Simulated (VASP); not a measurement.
# Al2BAs2: single point with PBE

Crystal: Al2BAs2.

```
CELL_PARAMETERS angstrom
2.71451 0.00000 0.00000
0.00000 2.71451 0.00000
0.00000 0.00000 12.45222
ATOMIC_POSITIONS crystal
Al 0.00000 0.00000 0.33138
Al 0.00000 0.00000 0.66862
B 0.00000 0.00000 0.50000
As 0.00000 0.00000 0.11989
As 0.00000 0.00000 0.88011
```

The cell was generated, and may not be a known phase.

```json
{
 "Program": "VASP 6.6.1",
 "Task": "single point",
 "Functional": "PBE",
 "Potentials or basis": "VASP PAW PBE potentials, release 64 (Al, B, As)",
 "Cutoff": "520 eV",
 "k mesh": "6 × 6 × 2",
 "Occupations": "gaussian, width 0.1 eV",
 "Spin": "no spin polarisation",
 "Dipole correction": "no",
 "Further INCAR settings": "ALGO = Normal; EDIFF = 1e-06; NBANDS = 18"
}
```

```
Pressure               : 0.1 GPa
Largest force          : 0.023 eV/Å
Band gap on the k mesh : zero (an odd number of electrons rules out a gap without spin polarisation)
```

Forces in eV/Å, atoms in the order of the input:
```
Al   0.000  0.000 -0.023
Al   0.000  0.000  0.023
B    0.000  0.000  0.000
As   0.000  0.000 -0.004
As   0.000  0.000  0.004
```

Stress tensor (GPa, compression positive):
```
0.03 0.00 0.00
0.00 0.03 0.00
0.00 0.00 0.31
```

Levels at points of the mesh, in eV from the Fermi level:
```tsv
k point	band 8	band 9	band 10	band 11	band 12	band 13
(0.00, 0.00, 0.00)	1.32	4.66	4.90	4.90	5.31	5.31
(0.50, 0.00, 0.00)	-3.44	-2.15	-0.72	-0.28	1.09	4.15
(0.50, 0.50, 0.00)	-1.07	-1.07	-0.54	-0.50	1.24	1.24
(0.00, 0.00, 0.50)	-0.51	4.91	4.91	5.28	5.28	5.55
(0.50, 0.00, 0.50)	-2.35	-2.34	-1.90	-0.01	2.56	2.85
(0.50, 0.50, 0.50)	-1.04	-1.04	-0.95	0.04	1.11	1.11
```

It took 17 s on 1 thread of Intel(R) Xeon(R) Platinum 8488C (Sapphire Rapids), on a shared host, peak memory 0.19 GiB.

Caveat: the k points lie up to 0.39 Å⁻¹ apart, too coarse for converged energies and pressures of a metal; an odd number of electrons without spin polarisation forces a metal; a magnetic or distorted state may lie lower.
